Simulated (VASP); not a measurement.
AlNi, 16 atoms in the cell. The typed cell holds 16 atoms: a = 5.181 Å, b = 6.433 Å, c = 6.783 Å, α = 88.04°, β = 70.86°, γ = 71.57°. 

| Quantity | Value |
| --- | --- |
| Program | VASP 6.6.1 |
| Task | single point |
| Functional | PBE |
| Potentials or basis | VASP PAW PBE potentials, release 64 (Ni, Al) |
| Cutoff | 520 eV |
| k mesh | 3 × 2 × 2, shifted |
| Occupations | gaussian, width 0.1 eV |
| Spin | no spin polarisation |
| Dipole correction | no |
| Further INCAR settings | LREAL = Auto; ALGO = Fast; EDIFF = 1e-06; NBANDS = 66; ISYM = 0 |

Potentials or basis: VASP PAW PBE potentials, release 64 (Ni, Al).

Command:

```bash
$ cat potpaw_PBE.64/Ni/POTCAR potpaw_PBE.64/Al/POTCAR > POTCAR
$ mpirun -np 1 vasp_std > vasp.out
```

Hardware: 1 thread of Intel(R) Xeon(R) Platinum 8488C (Sapphire Rapids) (shared host).

Problem. Estimate the wall time of this run.

Solution. Wall time 110 s on 1 thread of Intel(R) Xeon(R) Platinum 8488C (Sapphire Rapids), on a shared host, peak memory 0.31 GiB. Counts: scf iterations 22, k points 6.
